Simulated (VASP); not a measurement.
Crystal: InSb3.

```
CELL_PARAMETERS angstrom
0.00000 3.76909 3.76909
3.76909 0.00000 3.76909
3.76909 3.76909 0.00000
ATOMIC_POSITIONS crystal
Sb 0.50000 0.50000 0.50000
Sb 0.75000 0.75000 0.75000
Sb 0.25000 0.25000 0.25000
In 0.00000 0.00000 0.00000
```

Base run:

| Quantity | Value |
| --- | --- |
| Program | VASP 6.6.1 |
| Functional | LDA |
| Potentials or basis | VASP PAW LDA potentials, release 64 (Sb, In_d) |
| Cutoff | 520 eV |
| k mesh | 6 × 6 × 6 |
| Occupations | fermi-dirac, width 0.05 eV |
| Spin | no spin polarisation |

Its results: band gap on the k mesh zero (bands 14 and 15 overlap by 3.50 eV); pressure -3.3 GPa.

Problem. The run is repeated on the same cell with these changes: functional from LDA to PBE; potentials or basis from VASP PAW LDA potentials, release 64 (Sb, In_d) to VASP PAW PBE potentials, release 64 (Sb, In_d). What comes out?

Solution. Band gap on the k mesh zero (bands 14 and 15 overlap by 3.38 eV); pressure 0.8 GPa.

Caveats: spin-orbit coupling is left out, which moves the levels of the heavy elements; the cell stands under tension (at least some runs).
